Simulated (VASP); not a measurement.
# Al12Cl in VASP: notebook

The runs below take Al12Cl through single point, with PBE.

Program: VASP 6.6.1. These are calculated values, not measurements. Logs are shortened: lines on timing, memory, paths and dates and some standing lists are left out, and cuts for length are marked.

### Step 1. The cell of the first run

The cell holds a slab with vacuum, 13 atoms: a = 5.714 Å, b = 5.714 Å, c = 20.101 Å, α = 90.00°, β = 90.00°, γ = 120.00°.

### Step 2. Single point, PBE

INCAR

```
ALGO = Normal
DIPOL = 0.5 0.5 0.331
EDIFF = 1E-7
ENCUT = 520
GGA = PE
IDIPOL = 3
ISIF = 2
ISMEAR = 0
LASPH = T
LCHARG = F
LDIPOL = T
LREAL = F
LWAVE = F
NBANDS = 34
NELM = 80
PREC = Accurate
SIGMA = 0.1
```

KPOINTS

```
k-points
0
Gamma
  6 6 1
```

POSCAR

```
Al12Cl
1.0
    5.7135165838      0.0000000000      0.0000000000
   -2.8567582919      4.9480505065      0.0000000000
    0.0000000000      0.0000000000     20.1013781901
Al Cl
12 1
Direct
    0.3333333333      0.1666666667      0.1989913310
    0.3333333333      0.6666666667      0.1989913310
    0.8333333333      0.1666666667      0.1989913310
    0.8333333333      0.6666666667      0.1989913310
    0.1666666667      0.3333333333      0.3134471574
    0.1666666667      0.8333333333      0.3134471574
    0.6666666667      0.3333333333      0.3134471574
    0.6666666667      0.8333333333      0.3134471574
    0.0000000000      0.0000000000      0.4278999235
    0.0000000000      0.5000000000      0.4278999235
    0.5000000000      0.0000000000      0.4278999235
    0.5000000000      0.5000000000      0.4278999235
    0.0000000000      0.0833333333      0.5379151584
```

Potentials or basis: VASP PAW PBE potentials, release 64 (Al, Cl).

Command:

```sh
$ cat potpaw_PBE.64/Al/POTCAR potpaw_PBE.64/Cl/POTCAR > POTCAR
$ mpirun -np 1 vasp_std > vasp.out
```

OUTCAR:

```text
EDIFF = 1E-7
   ENCUT = 520
   GGA = PE
   ISIF = 2
   ISMEAR = 0
   LASPH = T
   LREAL = F
   NELM = 80
   PREC = Accurate

 ion  position               nearest neighbor table
   1  0.333  0.167  0.199-   5 2.83   6 2.83   7 2.83   4 2.86   2 2.86   2 2.86   4 2.86   3 2.86
                             3 2.86
   2  0.333  0.667  0.199-   6 2.83   5 2.83   8 2.83   3 2.86   1 2.86   1 2.86   3 2.86   4 2.86
                             4 2.86
   3  0.833  0.167  0.199-   7 2.83   8 2.83   5 2.83   4 2.86   2 2.86   4 2.86   2 2.86   1 2.86
                             1 2.86
   4  0.833  0.667  0.199-   8 2.83   7 2.83   6 2.83   3 2.86   1 2.86   3 2.86   1 2.86   2 2.86
                             2 2.86
   5  0.167  0.333  0.313-   9 2.83  12 2.83  10 2.83   1 2.83   2 2.83   3 2.83   8 2.86   6 2.86
                             6 2.86   8 2.86   7 2.86   7 2.86
   6  0.167  0.833  0.313-  10 2.83  11 2.83   9 2.83   2 2.83   1 2.83   4 2.83   7 2.86   5 2.86
                             5 2.86   7 2.86   8 2.86   8 2.86
   7  0.667  0.333  0.313-  11 2.83  10 2.83  12 2.83   3 2.83   4 2.83   1 2.83   8 2.86   6 2.86
                             8 2.86   6 2.86   5 2.86   5 2.86
   8  0.667  0.833  0.313-  12 2.83   9 2.83  11 2.83   4 2.83   3 2.83   2 2.83   7 2.86   5 2.86
                             7 2.86   5 2.86   6 2.86   6 2.86
   9  0.000  0.000  0.428-  13 2.26   5 2.83   8 2.83   6 2.83  12 2.86  10 2.86  10 2.86  12 2.86
                            11 2.86  11 2.86
  10  0.000  0.500  0.428-   6 2.83   7 2.83   5 2.83   9 2.86  11 2.86   9 2.86  11 2.86  12 2.86
                            12 2.86
  11  0.500  0.000  0.428-   7 2.83   6 2.83   8 2.83  10 2.86  12 2.86  12 2.86  10 2.86   9 2.86
                             9 2.86
  12  0.500  0.500  0.428-   8 2.83   5 2.83   7 2.83   9 2.86  11 2.86  11 2.86   9 2.86  10 2.86
                            10 2.86
  13  0.000  0.083  0.538-   9 2.26

  LATTYP: Found a hexagonal cell.
 ALAT       =     5.7135165838
 C/A-ratio  =     3.5182147274

  Lattice vectors:

 A1 = (   5.7135165838,   0.0000000000,   0.0000000000)
 A2 = (  -2.8567582919,   4.9480505065,   0.0000000000)
 A3 = (   0.0000000000,   0.0000000000,  20.1013781901)

Analysis of symmetry for initial positions (statically):
=====================================================================
 Subroutine PRICEL returns:
 Original cell was already a primitive cell.

 Routine SETGRP: Setting up the symmetry group for a
 hexagonal supercell.

 Subroutine GETGRP returns: Found  1 space group operations
 (whereof  1 operations were pure point group operations)
 out of a pool of 24 trial point group operations.

The static configuration has the point symmetry C_1 .

Analysis of symmetry for dynamics (positions and initial velocities):
[... 152 lines left out ...]
   LORBIT       =      0    0 simple, 1 ext, 2 COOP (PROOUT), +10 PAW based schemes
   GGA     = PE    functional components
   LHFCALC =     F    Hartree Fock is set to
   AEXX    =    0.0000 exact exchange contribution
   IVDW    =     0    specifies the selected vdW correction
   LEPSILON=     F    determine dielectric tensor
   LRPA    =     F    only Hartree local field effects (RPA)
 non-spin polarized calculation
 Gauss-broadening in eV      SIGMA  =   0.10
  energy-cutoff  :      520.00
  volume of cell :      568.28
 maximum number of plane-waves:     15351
   NGX = 21   NGY = 21   NGZ = 75

 dipolmoment           0.000000      0.000000     -0.133481 electrons x Angstroem

 number of electron      43.0000002 magnetization

 dipolmoment           0.000000      0.000000      0.199927 electrons x Angstroem

 Free energy of the ion-electron system (eV)
  ---------------------------------------------------
  ext. energy  EPLUGINS =         0.00000000
  ---------------------------------------------------
  free energy    TOTEN  =       -45.69184594 eV

  energy without entropy =      -45.65235491  energy(sigma->0) =      -45.67210043

 E-fermi :   0.2035     XC(G=0):  -4.7727

 val. band max:        0.2004715841   @ k =   0.1667   0.3333   0.0000
 cond. band min:       0.2068357660   @ k =   0.5000  -0.1667   0.0000
 fundamental gap:      0.0063641818
 Fermi energy:         0.2035307771

 k-point     1 :       0.0000    0.0000    0.0000
  band No.  band energies     occupation
      1     -15.1271      2.00000
      2     -10.4298      2.00000
      3      -8.7176      2.00000
      4      -6.1164      2.00000
      5      -4.7731      2.00000
      6      -4.6210      2.00000
[... 709 lines left out ...]
     32       3.5370      0.00000
     33       3.5931      0.00000
 [bands above 33 left out]

------------------------ aborting loop because EDIFF is reached ----------------------------------------

 vacuum level on the upper side and lower side of the slab       (xc-potential included)         0.552        -0.694

  FORCE on cell =-STRESS in cart. coord.  units (eV):
  Direction    XX          YY          ZZ          XY          YZ          ZX
  --------------------------------------------------------------------------------------
  -------------------------------------------------------------------------------------
  Total       -2.4687088     -2.5435097      0.5783184      0.1270014     -0.2631027      0.0903043
  in kB       -6.9601244     -7.1710132      1.6304749      0.3580599     -0.7417754      0.2545982
  external PRESSURE =      -4.1668876 kB  Pullay stress =       0.0000000 kB

 VOLUME and BASIS-vectors are now :
 -----------------------------------------------------------------------------
  energy-cutoff  :      520.00
  volume of cell :      568.28
      direct lattice vectors                 reciprocal lattice vectors
     5.713516584  0.000000000  0.000000000     0.175023558  0.101049898  0.000000000
    -2.856758292  4.948050506  0.000000000     0.000000000  0.202099796  0.000000000
     0.000000000  0.000000000 20.101378190     0.000000000  0.000000000  0.049747833

 POSITION                                       TOTAL-FORCE (eV/Angst)
 -----------------------------------------------------------------------------------
      1.42838      0.82468      4.00000         0.059108      0.011149     -0.053280
     -0.00000      3.29870      4.00000        -0.004396      0.027789     -0.039399
      4.28514      0.82468      4.00000        -0.062628      0.012896     -0.020679
      2.85676      3.29870      4.00000        -0.001528     -0.042989     -0.076259
      0.00000      1.64935      6.30072        -0.005749      0.081424      0.137747
     -1.42838      4.12338      6.30072         0.097159     -0.045013     -0.002215
      2.85676      1.64935      6.30072        -0.005540      0.022067     -0.087398
      1.42838      4.12338      6.30072        -0.080238     -0.032917      0.063290
      0.00000      0.00000      8.60138         0.072100     -0.093134      0.681038
     -1.42838      2.47403      8.60138        -0.107663      0.125564     -0.165251
      2.85676      0.00000      8.60138        -0.111889     -0.018124     -0.228083
      1.42838      2.47403      8.60138         0.124215      0.025293     -0.198799
     -0.23806      0.41234     10.81284         0.027050     -0.074004     -0.010710
 -----------------------------------------------------------------------------------
    total drift:                                0.000024     -0.000055      0.000005

  FREE ENERGIE OF THE ION-ELECTRON SYSTEM (eV)
  ---------------------------------------------------
  free  energy   TOTEN  =       -45.6918459449 eV

  energy  without entropy=      -45.6523549084  energy(sigma->0) =      -45.67210043

 vacuum level on the upper side and lower side of the slab         5.357         4.073
```

stdout:

```text
POSCAR found type information on POSCAR AlCl
 POSCAR found :  2 types and      13 ions
 scaLAPACK will be used
 LDA part: xc-table for (Slater+PW92), standard interpolation
 POSCAR, INCAR and KPOINTS ok, starting setup
 FFT: planning ... GRIDC
 FFT: planning ... GRID_SOFT
 FFT: planning ... GRID
 WAVECAR not read
 entering main loop
```

It took 7.8 min on 1 thread of Intel Xeon 6975P-C (Granite Rapids), shared host; peak memory 0.73 GiB.

What came out:

```
Free energy            : -45.6918 eV
Largest force          : 0.691 eV/Å
Band gap on the k mesh : zero (an odd number of electrons rules out a gap without spin polarisation)
```

Forces in eV/Å, atoms in the order of the input:
```
Al   0.059  0.011 -0.053
Al  -0.004  0.028 -0.039
Al  -0.063  0.013 -0.021
Al  -0.002 -0.043 -0.076
Al  -0.006  0.081  0.138
Al   0.097 -0.045 -0.002
Al  -0.006  0.022 -0.087
Al  -0.080 -0.033  0.063
Al   0.072 -0.093  0.681
Al  -0.108  0.126 -0.165
Al  -0.112 -0.018 -0.228
Al   0.124  0.025 -0.199
Cl   0.027 -0.074 -0.011
```

Levels at points of the mesh, in eV from the Fermi level:
```
           k point  band 18  band 19  band 20  band 21  band 22  band 23  band 24  band 25  band 26  band 27
(0.00, 0.00, 0.00)    -2.65    -2.49    -2.22    -0.45    -0.36    -0.30    -0.09     0.01     0.17     1.04
(0.50, 0.00, 0.00)    -0.93    -0.56    -0.52    -0.26    -0.20     0.88     0.94     1.39     1.48     1.57
(0.00, 0.50, 0.00)    -0.91    -0.55    -0.53    -0.24    -0.23     0.89     0.92     1.39     1.49     1.58
(0.50, 0.50, 0.00)    -0.97    -0.55    -0.54    -0.28    -0.15     0.88     0.97     1.40     1.51     1.57
```

Caveat: an odd number of electrons without spin polarisation forces a metal; a magnetic or distorted state may lie lower.

(Part 1 of 2 ends here.)

The gap in the log of VASP goes by the Fermi energy; the results here count the filled bands.